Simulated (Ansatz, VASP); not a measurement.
# MnO: VASP beside Ansatz

```xyz
2
Lattice="0.0000 2.2220 2.2220 2.2220 0.0000 2.2220 2.2220 2.2220 0.0000" Properties=species:S:1:pos:R:3 pbc="T T T"
Mn    0.0000    0.0000    0.0000
O     2.2220    2.2220    2.2220
```

Alike in both runs: task single point; functional PBE; k mesh 9 × 9 × 9; occupations fermi-dirac, width 0.05 eV; collinear spin; fixed moment 1 μB.

|  | VASP | Ansatz |
| --- | --- | --- |
| version | VASP 6.6.1 | Ansatz 0.2.0 |
| potentials or method | VASP PAW PBE potentials, release 64 (Mn_sv, O) | Ansatz PAW |
| plane-wave cutoff (eV) | 700 | 420 |
| valence electrons in the cell | 21 | 21 |

Ansatz gave:

```
pressure (GPa)                                                : -24.8
net moment per atom (μB)                                      : 0.50
size of the moment on the site where the two differ most (μB) : 0.90
```

**Question.** What did VASP give for the same quantities?

**Answer.** Pressure (GPa): -25.5; net moment per atom (μB): 0.50; size of the moment on the site where the two differ most (μB): 0.92.

Site moments also hang on the region over which each program counts them.
